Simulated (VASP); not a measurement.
Here is a VASP 6.6.1 calculation.

INCAR

```
SYSTEM = TaTiN
PREC = Accurate ; ENCUT = 700
EDIFF = 1E-6 ; ISMEAR = 0
SIGMA = 0.1 ; LREAL = .FALSE.
LASPH = .TRUE. ; NELM = 200
ALGO = Normal ; ISIF = 2
LWAVE = .FALSE. ; LCHARG = .FALSE.
ISPIN = 2 ; MAGMOM = -1 1 0 0 0 0
LORBIT = 11 ; LMAXMIX = 4
GGA = PE ; NBANDS = 43
GGA_COMPAT = .FALSE.
```

File KPOINTS:

```
Automatic mesh
0
G
  6 6 4
  0 0 0
```

Contents of POSCAR:

```
TaTiN
1.0
    3.9016681150      0.0000000000      0.0000000000
    0.0000000000      3.9016681150      0.0000000000
    0.0000000000      0.0000000000      5.6970953200
Ti Ta N
2 2 2
Direct
    0.0000000000      0.0000000000      0.7500000000
    0.0000000000      0.0000000000      0.2500000000
    0.5000000000      0.5000000000      0.0000001908
    0.5000000000      0.5000000000      0.4999998092
    0.5000000000      0.0000000000      0.4999998319
    0.0000000000      0.5000000000      0.0000001681
```

Potentials or basis: VASP PAW PBE potentials, release 64 (Ti_sv, Ta_sv_GW, N).

Run with:

```sh
$ cat potpaw_PBE.64/Ti_sv/POTCAR potpaw_PBE.64/Ta_sv_GW/POTCAR potpaw_PBE.64/N/POTCAR > POTCAR
$ mpirun -np 1 vasp_std > vasp.out
```

(1) What does it give for the net moment?

(2) Estimate the band gap on the k mesh.

(3) Predict the pressure.

Answers

(1) 0.00 μB per cell.

(2) zero (filled and empty bands overlap).

(3) 0.1 GPa.

Caveat: spin-orbit coupling is left out, which moves the levels of the heavy elements.
